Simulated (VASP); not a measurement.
# Si16Ge (a cell with a defect) in VASP: notebook

Runs on Si16Ge (a cell with a defect). Level: PBEsol. Tasks: single point.

Everything below comes from runs of VASP 6.6.1. Logs are shortened: lines on timing, memory, paths and dates and some standing lists are left out, and cuts for length are marked.

## (1) The cell of the first run

The cell holds a defect, 17 atoms: a = 7.679 Å, b = 7.679 Å, c = 7.679 Å, α = 60.00°, β = 60.00°, γ = 60.00°.

## (2) Single point, PBEsol

Input file INCAR:

```
SYSTEM = Si16Ge
ALGO     = Normal         ! electronic algorithm
EDIFF    = 1E-6           ! SCF threshold, eV
ENCUT    = 520            ! plane-wave cutoff, eV
GGA      = PS             ! functional
ISIF     = 2              ! what is computed and relaxed
ISMEAR   = 0              ! smearing method
LASPH    = .True.         ! aspherical terms in the spheres
LCHARG   = .False.        ! write CHGCAR
LREAL    = Auto         
LWAVE    = .False.        ! write WAVECAR
NBANDS   = 53             ! bands
NELM     = 80             ! most SCF steps
PREC     = Accurate       ! precision mode
SIGMA    = 0.02           ! smearing width, eV
```

Input file KPOINTS:

```
k-points
0
Gamma
  2 2 2
  0 0 0
```

Input file POSCAR:

```
Si16Ge
1.0
    0.0000000000      5.4300000000      5.4300000000
    5.4300000000      0.0000000000      5.4300000000
    5.4300000000      5.4300000000      0.0000000000
Si Ge
16 1
Direct
   -0.0004616022      0.0007818600      0.0001076427
    0.1242557090      0.1247651013      0.1240663904
    0.0046695212      0.0059116943      0.4949798343
    0.1235135359      0.1255083794      0.6274468692
    0.0046046041      0.4957206262      0.0051703499
    0.1235037753      0.6281116943      0.1248271639
    0.0024989871      0.4978231123      0.4971415285
    0.1360133517      0.6237409761      0.6229240331
    0.4965755985      0.0037643646      0.0030479742
    0.6268795580      0.1247432781      0.1240848987
    0.4944604052      0.0058543278      0.4950372007
    0.6225115101      0.1371002762      0.6179743094
    0.4944115101      0.4956597606      0.0052279006
    0.6223562615      0.6186831492      0.1364319521
    0.4996093002      0.5007050645      0.5000371087
    0.6172835175      0.6236070902      0.6230566298
    0.7496453959      0.7506741252      0.7499962247
```

Potentials or basis: VASP PAW PBE potentials, release 64 (Si, Ge_d).

Launch:

```bash
$ cat potpaw_PBE.64/Si/POTCAR potpaw_PBE.64/Ge_d/POTCAR > POTCAR
$ mpirun -np 1 vasp_std > vasp.out
```

OUTCAR:

```text
SYSTEM = Si16Ge
   EDIFF = 1E-6
   ENCUT = 520
   GGA = PS
   ISIF = 2
   ISMEAR = 0
   LASPH = .True.
   LREAL = Auto
   NELM = 80
   PREC = Accurate

 ion  position               nearest neighbor table
   1  1.000  0.001  0.000-  10 2.34   2 2.34   4 2.34   6 2.34
   2  0.124  0.125  0.124-   3 2.33   5 2.33   9 2.33   1 2.34
   3  0.005  0.006  0.495-   4 2.33   2 2.33  12 2.40   8 2.40  17 2.77
   4  0.124  0.126  0.627-   3 2.33  11 2.33   7 2.33   1 2.34
   5  0.005  0.496  0.005-   6 2.33   2 2.33  14 2.40   8 2.40  17 2.77
   6  0.124  0.628  0.125-  13 2.33   5 2.33   7 2.33   1 2.34
   7  0.002  0.498  0.497-   6 2.33   4 2.33   8 2.42  16 2.42  17 2.75
   8  0.136  0.624  0.623-  15 2.28   3 2.40   5 2.40   7 2.42  17 2.42
   9  0.497  0.004  0.003-  10 2.33   2 2.33  12 2.41  14 2.41  17 2.75
  10  0.627  0.125  0.124-  13 2.33  11 2.33   9 2.33   1 2.34
  11  0.494  0.006  0.495-   4 2.33  10 2.33  12 2.40  16 2.40  17 2.77
  12  0.623  0.137  0.618-  15 2.28   3 2.40  11 2.40   9 2.41  17 2.42
  13  0.494  0.496  0.005-   6 2.33  10 2.33  14 2.40  16 2.40  17 2.77
  14  0.622  0.619  0.136-  15 2.28  13 2.40   5 2.40   9 2.41  17 2.42
  15  0.500  0.501  0.500-  16 2.28   8 2.28  14 2.28  12 2.28
  16  0.617  0.624  0.623-  15 2.28  13 2.40  11 2.40   7 2.42  17 2.42
  17  0.750  0.751  0.750-   8 2.42  16 2.42  12 2.42  14 2.42   7 2.75   9 2.75   5 2.77  11 2.77
                            13 2.77   3 2.77

  LATTYP: Found a face centered cubic cell.
 ALAT       =    10.8600000000

  Lattice vectors:

 A1 = (   0.0000000000,   5.4300000000,   5.4300000000)
 A2 = (   5.4300000000,   0.0000000000,   5.4300000000)
 A3 = (   5.4300000000,   5.4300000000,   0.0000000000)

Analysis of symmetry for initial positions (statically):
=====================================================================
 Subroutine PRICEL returns:
 Original cell was already a primitive cell.

 Routine SETGRP: Setting up the symmetry group for a
 face centered cubic supercell.

 Subroutine GETGRP returns: Found  1 space group operations
 (whereof  1 operations were pure point group operations)
 out of a pool of 48 trial point group operations.

The static configuration has the point symmetry C_1 .

Analysis of symmetry for dynamics (positions and initial velocities):
=====================================================================
 Subroutine PRICEL returns:
 Original cell was already a primitive cell.

 Routine SETGRP: Setting up the symmetry group for a
 face centered cubic supercell.

 Subroutine GETGRP returns: Found  1 space group operations
 (whereof  1 operations were pure point group operations)
 out of a pool of 48 trial point group operations.

The dynamic configuration has the point symmetry C_1 .

 Subroutine INISYM returns: Found  1 space group operations
 (whereof  1 operations are pure point group operations),
 and found     1 'primitive' translations

----------------------------------------------------------------------------------------

                                     Primitive cell

  volume of cell :     320.2060

  direct lattice vectors                    reciprocal lattice vectors
     0.000000000  5.430000000  5.430000000    -0.092081031  0.092081031  0.092081031
     5.430000000  0.000000000  5.430000000     0.092081031 -0.092081031  0.092081031
     5.430000000  5.430000000  0.000000000     0.092081031  0.092081031 -0.092081031

  length of vectors
     7.679179644  7.679179644  7.679179644     0.159489025  0.159489025  0.159489025

  position of ions in fractional coordinates (direct lattice)
     0.999538398  0.000781860  0.000107643
     0.124255709  0.124765101  0.124066390
     0.004669521  0.005911694  0.494979834
     0.123513536  0.125508379  0.627446869
     0.004604604  0.495720626  0.005170350
     0.123503775  0.628111694  0.124827164
[... 9 lines left out ...]
     0.617283517  0.623607090  0.623056630
     0.749645396  0.750674125  0.749996225

  ion indices of the primitive-cell ions
   primitive index   ion index
                 1           1
                 2           2
                 3           3
                 4           4
                 5           5
                 6           6
[... 9 lines left out ...]
                16          16
                17          17

----------------------------------------------------------------------------------------

 KPOINTS: k-points

Automatic generation of k-mesh.
 Grid dimensions read from file:
 generate k-points for:    2    2    2

 Generating k-lattice:

  Cartesian coordinates                     Fractional coordinates (reciprocal lattice)
    -0.046040516  0.046040516  0.046040516     0.500000000  0.000000000  0.000000000
     0.046040516 -0.046040516  0.046040516     0.000000000  0.500000000  0.000000000
     0.046040516  0.046040516 -0.046040516     0.000000000  0.000000000  0.500000000

  Length of vectors
     0.079744512  0.079744512  0.079744512

  Shift w.r.t. Gamma in fractional coordinates (k-lattice)
     0.000000000  0.000000000  0.000000000

 Subroutine IBZKPT returns following result:
 ===========================================

 Found      8 irreducible k-points:

 Following reciprocal coordinates:
            Coordinates               Weight
  0.000000  0.000000  0.000000      1.000000
  0.500000  0.000000  0.000000      1.000000
  0.000000  0.500000  0.000000      1.000000
  0.000000  0.000000  0.500000      1.000000
  0.500000  0.500000  0.500000      1.000000
  0.500000  0.500000  0.000000      1.000000
  0.000000  0.500000  0.500000      1.000000
  0.500000  0.000000  0.500000      1.000000
   k-points           NKPTS =      8   k-points in BZ     NKDIM =      8   number of bands    NBANDS=     53
   number of dos      NEDOS =    301   number of ions     NIONS =     17
   total plane-waves  NPLWV = 216000
   dimension x,y,z NGX =    60 NGY =   60 NGZ =   60
   dimension x,y,z NGXF=   120 NGYF=  120 NGZF=  120
   ions per type =              16   1
   NGX,Y,Z   is equivalent  to a cutoff of  12.99, 12.99, 12.99 a.u.
   NGXF,Y,Z  is equivalent  to a cutoff of  25.98, 25.98, 25.98 a.u.
 SYSTEM =  Si16Ge
   PREC   = accura    normal or accurate (medium, high low for compatibility)
   ISTART =      0    job   : 0-new  1-cont  2-samecut
   ICHARG =      2    charge: 1-file 2-atom 10-const
   ISPIN  =      1    spin polarized calculation?
   LNONCOLLINEAR =      F non collinear calculations
   LSORBIT =      F    spin-orbit coupling
   LASPH  =      T    aspherical Exc in radial PAW
   ENCUT  =  520.0 eV  38.22 Ry    6.18 a.u.  14.28 14.28 14.28*2*pi/ulx,y,z
   NELM   =     80;   NELMIN=  2; NELMDL= -5     # of ELM steps
   EDIFF  = 0.1E-05   stopping-criterion for ELM
   LREAL  =      T    real-space projection
   EDIFFG = 0.1E-04   stopping-criterion for IOM
   NSW    =      0    number of steps for IOM
   IBRION =     -1    ionic relax: 0-MD 1-quasi-New 2-CG
   NFREE  =      0    steps in history (QN), initial steepest desc. (CG)
   ISIF   =      2    stress and relaxation
   ISYM   =      2    0-nonsym 1-usesym 2-fastsym
   POTIM  = 0.5000    time-step for ionic-motion
   TEBEG  =    0.0;   TEEND  =   0.0 temperature during run
   PSTRESS=    0.0 pullay stress
   NELECT =      78.0000    total number of electrons
   NUPDOWN=      -1.0000    fix difference up-down
   EMIN   =  10.00;   EMAX   =-10.00  energy-range for DOS
   EFERMI =   0.00;   METHOD = LEGACY
   ISMEAR =     0;   SIGMA  =   0.02  broadening in eV -4-tet -1-fermi 0-gaus
   EFERMI_NEDOS =   21; number of points for ismear=-14 and -15
   IALGO  =     38    algorithm
   IMIX   =      4    mixing-type and parameters
     AMIX     =   0.40;   BMIX     =  1.00
     AMIX_MAG =   1.60;   BMIX_MAG =  1.00
  volume/ion in A,a.u.               =      18.84       127.11
  Fermi-wavevector in a.u.,A,eV,Ry     =   1.022421  1.932096 14.222785  1.045345
  Thomas-Fermi vector in A             =   2.156100
   LORBIT       =      0    0 simple, 1 ext, 2 COOP (PROOUT), +10 PAW based schemes
   GGA     = PS    functional components
   LHFCALC =     F    Hartree Fock is set to
   AEXX    =    0.0000 exact exchange contribution
   IVDW    =     0    specifies the selected vdW correction
   LEPSILON=     F    determine dielectric tensor
   LRPA    =     F    only Hartree local field effects (RPA)
 non-spin polarized calculation
 Gauss-broadening in eV      SIGMA  =   0.02
  energy-cutoff  :      520.00
  volume of cell :      320.21
 maximum number of plane-waves:      8646
 NGX is ok and might be reduce to    60
   NGX = 29   NGY = 29   NGZ = 29

 number of electron      77.9999997 magnetization

 Free energy of the ion-electron system (eV)
  ---------------------------------------------------
  ext. energy  EPLUGINS =         0.00000000
  ---------------------------------------------------
  free energy    TOTEN  =       -92.78382095 eV

  energy without entropy =      -92.78351182  energy(sigma->0) =      -92.78366638

 E-fermi :   6.7964     XC(G=0):  -9.8840

 val. band max:        6.7666245839   @ k =   0.0000   0.0000   0.0000
 cond. band min:       6.8261050973   @ k =   0.0000   0.0000   0.0000
 fundamental gap:      0.0594805134
 Fermi energy:         6.7963644313

 k-point     1 :       0.0000    0.0000    0.0000
  band No.  band energies     occupation
      1     -18.2767      2.00000
      2     -18.2767      2.00000
      3     -18.2764      2.00000
      4     -18.2641      2.00000
      5     -18.2614      2.00000
      6      -6.6132      2.00000
[... 43 lines left out ...]
     50       8.0124      0.00000
     51       8.9789      0.00000

 k-point     2 :       0.5000    0.0000    0.0000
  band No.  band energies     occupation
      1     -18.2767      2.00000
      2     -18.2767      2.00000
      3     -18.2764      2.00000
      4     -18.2641      2.00000
      5     -18.2614      2.00000
      6      -6.2877      2.00000
[... 316 lines left out ...]
 k-point     8 :       0.5000    0.0000    0.5000
  band No.  band energies     occupation
      1     -18.2767      2.00000
      2     -18.2767      2.00000
      3     -18.2764      2.00000
      4     -18.2641      2.00000
      5     -18.2614      2.00000
      6      -6.1826      2.00000
[... 43 lines left out ...]
     50      10.1990      0.00000
     51      10.2222      0.00000
 [bands above 51 left out]

------------------------ aborting loop because EDIFF is reached ----------------------------------------

  FORCE on cell =-STRESS in cart. coord.  units (eV):
  Direction    XX          YY          ZZ          XY          YZ          ZX
  --------------------------------------------------------------------------------------
  -------------------------------------------------------------------------------------
  Total        8.8640429      9.7011741      9.7227983      0.0004056     -0.0007293     -0.0013889
  in kB       44.3519734     48.5406285     48.6488273      0.0020296     -0.0036489     -0.0069494
  external PRESSURE =      47.1804764 kB  Pullay stress =       0.0000000 kB

 VOLUME and BASIS-vectors are now :
 -----------------------------------------------------------------------------
  energy-cutoff  :      520.00
  volume of cell :      320.21
      direct lattice vectors                 reciprocal lattice vectors
     0.000000000  5.430000000  5.430000000    -0.092081031  0.092081031  0.092081031
     5.430000000  0.000000000  5.430000000     0.092081031 -0.092081031  0.092081031
     5.430000000  5.430000000  0.000000000     0.092081031  0.092081031 -0.092081031

 POSITION                                       TOTAL-FORCE (eV/Angst)
 -----------------------------------------------------------------------------------
      0.00483      5.42808      5.43174        -0.002584      0.001058     -0.000934
      1.35115      1.34839      1.35218        -0.000141      0.002539      0.002826
      2.71984      2.71310      0.05746        -0.000212      0.000656     -0.000484
      4.08855      4.07771      1.35219         0.001555     -0.000235      0.000556
      2.71984      0.05308      2.71677         0.000116      0.000052      0.000173
      4.08846      1.34844      4.08127         0.003485     -0.000831      0.000105
[... 9 lines left out ...]
      6.76938      6.73505      6.73804        -0.003852      0.004272      0.005441
      8.14864      8.14305      8.14673         0.002090      0.000041     -0.000169
 -----------------------------------------------------------------------------------
    total drift:                                0.000397      0.001514     -0.000692

  FREE ENERGIE OF THE ION-ELECTRON SYSTEM (eV)
  ---------------------------------------------------
  free  energy   TOTEN  =       -92.7838209479 eV

  energy  without entropy=      -92.7835118176  energy(sigma->0) =      -92.78366638
```

Run time: 3.6 min. Hardware: 1 thread of Intel Xeon Platinum 8259CL at 2.50GHz (Skylake/Cascade Lake), shared host; peak memory 0.49 GiB.

What came out:

| Property | Result |
| --- | --- |
| Free energy | -92.7838 eV |
| Pressure | 4.7 GPa |
| Largest force | 0.008 eV/Å |
| Band gap on the k mesh | zero (band 39 reaches 6.88 eV, above the bottom of band 40 at 6.54 eV) |

Forces in eV/Å, atoms in the order of the input:
```
Si  -0.003  0.001 -0.001
Si   0.000  0.003  0.003
Si   0.000  0.001  0.000
Si   0.002  0.000  0.001
Si   0.000  0.000  0.000
Si   0.003 -0.001  0.000
Si   0.005 -0.001  0.001
Si  -0.004 -0.005 -0.004
Si  -0.002 -0.001  0.000
Si   0.000 -0.003 -0.003
Si   0.000  0.001 -0.001
Si   0.002  0.002 -0.003
Si   0.000  0.000  0.001
Si   0.001 -0.002  0.003
Si  -0.003  0.001 -0.001
Si  -0.004  0.004  0.005
Ge   0.002  0.000  0.000
```

Levels at points of the mesh, in eV from the Fermi level:
```
           k point  band 37  band 38  band 39  band 40  band 41  band 42
(0.00, 0.00, 0.00)    -0.71    -0.71    -0.25    -0.25    -0.22    -0.03
(0.50, 0.00, 0.00)    -1.39    -1.38    -0.31     0.51     0.54     0.87
(0.00, 0.50, 0.00)    -1.39    -1.38    -0.31     0.51     0.54     0.87
(0.00, 0.00, 0.50)    -1.39    -1.38    -0.31     0.51     0.54     0.87
(0.50, 0.50, 0.50)    -1.39    -1.38    -0.31     0.51     0.54     0.87
(0.50, 0.50, 0.00)    -1.81    -1.25     0.07     0.81     1.04     1.05
(0.00, 0.50, 0.50)    -1.85    -1.29     0.08     0.81     1.05     1.05
(0.50, 0.00, 0.50)    -1.81    -1.25     0.07     0.81     1.04     1.05
```

Caveat: the k points lie up to 0.50 Å⁻¹ apart; the PAW data sets were made with another functional, which shifts forces and pressure a little.

## (3) Single point, PBEsol

Input file INCAR:

```
PREC     = Accurate       # precision mode
ENCUT    = 520            # plane-wave cutoff, eV
EDIFF    = 1E-6           # SCF threshold, eV
ISMEAR   = 0              # smearing method
SIGMA    = 0.02           # smearing width, eV
LREAL    = Auto         
LASPH    = True           # aspherical terms in the spheres
NELM     = 60             # most SCF steps
ALGO     = Normal         # electronic algorithm
ISIF     = 2              # what is computed and relaxed
LWAVE    = False          # write WAVECAR
LCHARG   = False          # write CHGCAR
GGA      = PS             # functional
NBANDS   = 53             # bands
```

Input file KPOINTS:

```
regular mesh
0
Gamma
  2 2 2
```

POSCAR is that of step 2.

Potentials or basis: VASP PAW PBE potentials, release 64 (Si, Ge_d).

Launch:

```bash
$ cat potpaw_PBE.64/Si/POTCAR potpaw_PBE.64/Ge_d/POTCAR > POTCAR
$ mpirun -np 1 vasp_std > vasp.out
```

It took 4.6 min on 1 thread of Intel Xeon Platinum 8259CL at 2.50GHz (Skylake/Cascade Lake), shared host; peak memory 0.49 GiB.

Results (log left out):

* Free energy: -92.7838 eV
* Pressure: 4.7 GPa
* Largest force: 0.008 eV/Å
* Band gap on the k mesh: zero (band 39 reaches 6.88 eV, above the bottom of band 40 at 6.54 eV)

Forces in eV/Å, atoms in the order of the input:
```
Si  -0.003  0.001 -0.001
Si   0.000  0.003  0.003
Si   0.000  0.001  0.000
Si   0.002  0.000  0.001
Si   0.000  0.000  0.000
Si   0.003 -0.001  0.000
Si   0.005 -0.001  0.001
Si  -0.004 -0.005 -0.004
Si  -0.002 -0.001  0.000
Si   0.000 -0.003 -0.003
Si   0.000  0.001 -0.001
Si   0.002  0.002 -0.003
Si   0.000  0.000  0.001
Si   0.001 -0.002  0.003
Si  -0.003  0.001 -0.001
Si  -0.004  0.004  0.005
Ge   0.002  0.000  0.000
```

Stress tensor (GPa, compression positive):
```
4.44 0.00 0.00
0.00 4.85 0.00
0.00 0.00 4.86
```

Levels at points of the mesh, in eV from the Fermi level:
| k point | band 37 | band 38 | band 39 | band 40 | band 41 | band 42 |
| --- | --- | --- | --- | --- | --- | --- |
| (0.00, 0.00, 0.00) | -0.71 | -0.71 | -0.25 | -0.25 | -0.22 | -0.03 |
| (0.50, 0.00, 0.00) | -1.39 | -1.38 | -0.31 | 0.51 | 0.54 | 0.87 |
| (0.00, 0.50, 0.00) | -1.39 | -1.38 | -0.31 | 0.51 | 0.54 | 0.87 |
| (0.00, 0.00, 0.50) | -1.39 | -1.38 | -0.31 | 0.51 | 0.54 | 0.87 |
| (0.50, 0.50, 0.50) | -1.39 | -1.38 | -0.31 | 0.51 | 0.54 | 0.87 |
| (0.50, 0.50, 0.00) | -1.81 | -1.25 | 0.07 | 0.81 | 1.04 | 1.05 |
| (0.00, 0.50, 0.50) | -1.85 | -1.29 | 0.08 | 0.81 | 1.05 | 1.05 |
| (0.50, 0.00, 0.50) | -1.81 | -1.25 | 0.07 | 0.81 | 1.04 | 1.05 |

Caveat: the k points lie up to 0.50 Å⁻¹ apart; the PAW data sets were made with another functional, which shifts forces and pressure a little.
